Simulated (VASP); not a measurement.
# Ru2C in VASP: a series of runs, part 2 of 2

VASP 6.6.1. The steps go on from the part before.

**4. Single point, PBE**

This run uses another cell than the first one, of 11.35 Å³/atom, 1.002 times its volume.

Input file INCAR:

```
SYSTEM = Ru2C
  PREC = Accurate
  ENCUT = 520
  EDIFF = 1E-7
  ISMEAR = 0
  SIGMA = 0.1
  LREAL = .False.
  LASPH = .True.
  NELM = 60
  ALGO = Normal
  ISIF = 2
  LWAVE = .False.
  LCHARG = .False.
  GGA = PE
  NBANDS = 23
```

Input file KPOINTS:

```
Automatic mesh
0
Gamma
  18 18 18
  0 0 0
```

Input file POSCAR:

```
Ru2C
1.0
    1.4525720506      0.8386428644      4.6589698565
   -1.4525720506      0.8386428644      4.6589698565
    0.0000000000     -1.6772857289      4.6589698565
Ru C
2 1
Direct
    0.2446936697      0.2446936697      0.2446936697
    0.7553063303      0.7553063303      0.7553063303
    0.0000000000      0.0000000000      0.0000000000
```

Potentials or basis: VASP PAW PBE potentials, release 64 (Ru_pv, C).

Command:

```sh
> cat potpaw_PBE.64/Ru_pv/POTCAR potpaw_PBE.64/C/POTCAR > POTCAR
> mpirun -np 1 vasp_std > vasp.out
```

OUTCAR:

```text
SYSTEM = Ru2C
   PREC = Accurate
   ENCUT = 520
   EDIFF = 1E-7
   ISMEAR = 0
   LREAL = .False.
   LASPH = .True.
   NELM = 60
   ISIF = 2
   GGA = PE

 ion  position               nearest neighbor table
   1  0.245  0.245  0.245-   3 2.09   3 2.09   3 2.09   2 2.75   2 2.75   2 2.75   2 2.99   2 2.99
                             2 2.99
   2  0.755  0.755  0.755-   3 2.09   3 2.09   3 2.09   1 2.75   1 2.75   1 2.75   1 2.99   1 2.99
                             1 2.99
   3  0.000  0.000  0.000-   2 2.09   2 2.09   1 2.09   1 2.09   2 2.09   1 2.09

  LATTYP: Found a trigonal (rhomboedric) cell.
 ALAT       =     4.9516954208
 COS(alpha) =     0.8278934036

  Lattice vectors:

 A1 = (   1.4525720506,   0.8386428644,   4.6589698565)
 A2 = (  -1.4525720506,   0.8386428644,   4.6589698565)
 A3 = (   0.0000000000,  -1.6772857289,   4.6589698565)

Analysis of symmetry for initial positions (statically):
=====================================================================
 Subroutine PRICEL returns:
 Original cell was already a primitive cell.

 Routine SETGRP: Setting up the symmetry group for a
 trigonal (rhombohedral) supercell.

 Subroutine GETGRP returns: Found 12 space group operations
 (whereof 12 operations were pure point group operations)
 out of a pool of 12 trial point group operations.

The static configuration has the point symmetry D_3d.

Analysis of symmetry for dynamics (positions and initial velocities):
=====================================================================
 Subroutine PRICEL returns:
 Original cell was already a primitive cell.

 Routine SETGRP: Setting up the symmetry group for a
 trigonal (rhombohedral) supercell.

 Subroutine GETGRP returns: Found 12 space group operations
 (whereof 12 operations were pure point group operations)
 out of a pool of 12 trial point group operations.

The dynamic configuration has the point symmetry D_3d.

[... 110 lines left out ...]
   PSTRESS=    0.0 pullay stress
   NELECT =      32.0000    total number of electrons
   NUPDOWN=      -1.0000    fix difference up-down
   EMIN   =  10.00;   EMAX   =-10.00  energy-range for DOS
   EFERMI =   0.00;   METHOD = LEGACY
   ISMEAR =     0;   SIGMA  =   0.10  broadening in eV -4-tet -1-fermi 0-gaus
   EFERMI_NEDOS =   21; number of points for ismear=-14 and -15
   IALGO  =     38    algorithm
   IMIX   =      4    mixing-type and parameters
     AMIX     =   0.40;   BMIX     =  1.00
     AMIX_MAG =   1.60;   BMIX_MAG =  1.00
  volume/ion in A,a.u.               =      11.35        76.60
  Fermi-wavevector in a.u.,A,eV,Ry     =   1.603514  3.030203 34.984094  2.571258
  Thomas-Fermi vector in A             =   2.700165
   LORBIT       =      0    0 simple, 1 ext, 2 COOP (PROOUT), +10 PAW based schemes
   GGA     = PE    functional components
   LHFCALC =     F    Hartree Fock is set to
   AEXX    =    0.0000 exact exchange contribution
   IVDW    =     0    specifies the selected vdW correction
   LEPSILON=     F    determine dielectric tensor
   LRPA    =     F    only Hartree local field effects (RPA)
 non-spin polarized calculation
 Gauss-broadening in eV      SIGMA  =   0.10
  energy-cutoff  :      520.00
  volume of cell :       34.05
 maximum number of plane-waves:       951
 NGX is ok and might be reduce to    40
   NGX = 19   NGY = 19   NGZ = 19

 number of electron      32.0000001 magnetization

 Free energy of the ion-electron system (eV)
  ---------------------------------------------------
  ext. energy  EPLUGINS =         0.00000000
  ---------------------------------------------------
  free energy    TOTEN  =       -26.38656769 eV

  energy without entropy =      -26.36809603  energy(sigma->0) =      -26.37733186

 E-fermi :  12.1539     XC(G=0): -13.7536

 val. band max:       12.1532581876   @ k =  -0.3333   0.0556  -0.0000
 cond. band min:      12.1553421584   @ k =  -0.3333   0.3889   0.0556
 fundamental gap:      0.0020839707
 Fermi energy:        12.1539153364

 k-point     1 :       0.0000    0.0000    0.0000
  band No.  band energies     occupation
      1     -31.4976      2.00000
      2     -30.9663      2.00000
      3     -30.9663      2.00000
      4     -30.8983      2.00000
      5     -30.8780      2.00000
      6     -30.8780      2.00000
[... 613 lines left out ...]
     22      22.6073      0.00000
     23      22.6222      0.00000

 [... further k-points ...]
[... 5 lines left out ...]
  --------------------------------------------------------------------------------------
  -------------------------------------------------------------------------------------
  Total        0.0386646      0.0386646      0.0378779      0.0000000     -0.0000000      0.0000000
  in kB        1.8191468      1.8191468      1.7821363      0.0000000     -0.0000000      0.0000000
  external PRESSURE =       1.8068100 kB  Pullay stress =       0.0000000 kB

 VOLUME and BASIS-vectors are now :
 -----------------------------------------------------------------------------
  energy-cutoff  :      520.00
  volume of cell :       34.05
      direct lattice vectors                 reciprocal lattice vectors
     1.452572051  0.838642864  4.658969856     0.344217004  0.198733780  0.071546574
    -1.452572051  0.838642864  4.658969856    -0.344217004  0.198733780  0.071546574
     0.000000000 -1.677285729  4.658969856     0.000000000 -0.397467560  0.071546574

 POSITION                                       TOTAL-FORCE (eV/Angst)
 -----------------------------------------------------------------------------------
      0.00000     -0.00000      3.42006         0.000000      0.000000     -0.029674
      0.00000     -0.00000     10.55685         0.000000     -0.000000      0.029674
      0.00000      0.00000      0.00000         0.000000     -0.000000      0.000000
 -----------------------------------------------------------------------------------
    total drift:                                0.000000      0.000000     -0.000000

  FREE ENERGIE OF THE ION-ELECTRON SYSTEM (eV)
  ---------------------------------------------------
  free  energy   TOTEN  =       -26.3865676862 eV

  energy  without entropy=      -26.3680960286  energy(sigma->0) =      -26.37733186
```

stdout:

```text
POSCAR found type information on POSCAR RuC
 POSCAR found :  2 types and       3 ions
 scaLAPACK will be used
 LDA part: xc-table for (Slater+PW92), standard interpolation
 POSCAR, INCAR and KPOINTS ok, starting setup
 FFT: planning ... GRIDC
 FFT: planning ... GRID_SOFT
 FFT: planning ... GRID
 WAVECAR not read
 entering main loop
```

Wall time 15 min (1 thread of Intel Xeon Platinum 8488C (Sapphire Rapids), shared host); peak memory 0.55 GiB.

Results:

- Free energy: -26.3866 eV
- Pressure: 0.2 GPa
- Largest force: 0.030 eV/Å
- Band gap on the k mesh: zero (band 16 reaches 12.65 eV, above the bottom of band 17 at 11.03 eV)

Forces on the atoms (eV/Å):
```
Ru   0.000  0.000 -0.030
Ru   0.000  0.000  0.030
C    0.000  0.000  0.000
```

**5. Overview**

| cell | k mesh | smearing | gap on the mesh (eV) | pressure (GPa) | largest force (eV/Å) |
| --- | --- | --- | --- | --- | --- |
| a = 4.942 Å, angles 34.2°, 3 atoms | 6 × 6 × 6 | gaussian 0.1 eV | none | 0.6 | 0.14 |
| a = 2.921, b = 5.022, c = 4.947 Å, angles 99.5, 72.6, 89.7°, 6 atoms | 8 × 4 × 4 | gaussian 0.2 eV | none | 0.2 | 0.04 |
| a = 4.952 Å, angles 34.1°, 3 atoms | 18 × 18 × 18 | gaussian 0.1 eV | none | 0.2 | 0.03 |

Alike in all rows: task single point; level PBE; potentials or basis VASP PAW PBE potentials, release 64 (Ru_pv, C); no spin polarisation; cutoff (eV) 520.

Caveats: some runs use coarse meshes.

Total energies depend on the potentials used, so only differences within one code and one set of settings carry meaning.
